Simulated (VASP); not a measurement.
Input of a VASP 6.6.1 run:

The input INCAR:

```
SYSTEM = PbSe
ALGO = Normal
EDIFF = 1E-7
EDIFFG = -0.01
ENCUT = 500
GGA = PS
GGA_COMPAT = .FALSE.
IBRION = 2
ISIF = 3
ISMEAR = -1
LASPH = .TRUE.
LCHARG = .FALSE.
LREAL = .FALSE.
LWAVE = .FALSE.
NELM = 120
NELMIN = 4
NSW = 100
PREC = Accurate
SIGMA = 0.03
```

The input KPOINTS:

```
k-points
0
G
  6 6 6
  0 0 0
```

File POSCAR:

```
PbSe
1.0
    0.0000000000      3.0486403614      3.0486403614
    3.0486403614      0.0000000000      3.0486403614
    3.0486403614      3.0486403614      0.0000000000
Pb Se
1 1
Direct
    0.0000000000      0.0000000000      0.0000000000
    0.2500000000      0.2500000000      0.2500000000
```

Potentials or basis: VASP PAW PBE potentials, release 64 (Pb_d, Se).

Command:

```sh
$ cat potpaw_PBE.64/Pb_d/POTCAR potpaw_PBE.64/Se/POTCAR > POTCAR
$ mpirun -np 1 vasp_std > vasp.out
```

(1) Estimate the space group after relaxing (to 0.05 Å).

(2) Estimate the relaxed cell.

(3) Predict the relaxed volume.

Results:

(1) F-43m (No. 216).

(2) a = 4.796 Å, b = 4.796 Å, c = 4.796 Å, α = 60.00°, β = 60.00°, γ = 60.00°.

(3) 39.01 Å³/atom.

Caveat: the volume moved by over 15 % at a fixed basis, so the end points are rough; the PAW data sets were made with another functional, which shifts forces and pressure a little.
